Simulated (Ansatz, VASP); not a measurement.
One calculation of Nb, two programs

```
Nb
1.0
     0.00000    2.07115    2.07115
     2.07115    0.00000    2.07115
     2.07115    2.07115    0.00000
Nb
1
Direct
  0.00000 0.00000 0.00000
```

Alike in both runs: functional LDA; k mesh 13 × 13 × 13; occupations fermi-dirac, width 0.1 eV; no spin polarisation.

Ansatz relaxed the structure, and its values are those at the end. VASP's run is a single point on that final structure, the one shown.

|  | VASP | Ansatz |
| --- | --- | --- |
| version | VASP 6.6.1 | Ansatz 0.2.0 |
| potentials or method | VASP PAW LDA potentials, release 64 (Nb_sv), cutoff 520 eV | plane waves (420 eV) with PAW, scalar-relativistic |
| valence electrons in the cell | 13 | 13 |

|  | VASP | Ansatz | Ansatz less VASP |
| --- | --- | --- | --- |
| pressure (GPa) | -0.1 | 0.0 | +0.13 |

Ansatz warns that its potentials were made for another functional, while VASP's fit it. LDA's correlation is that of Perdew and Zunger in VASP and of Perdew and Wang (1992) in Ansatz.
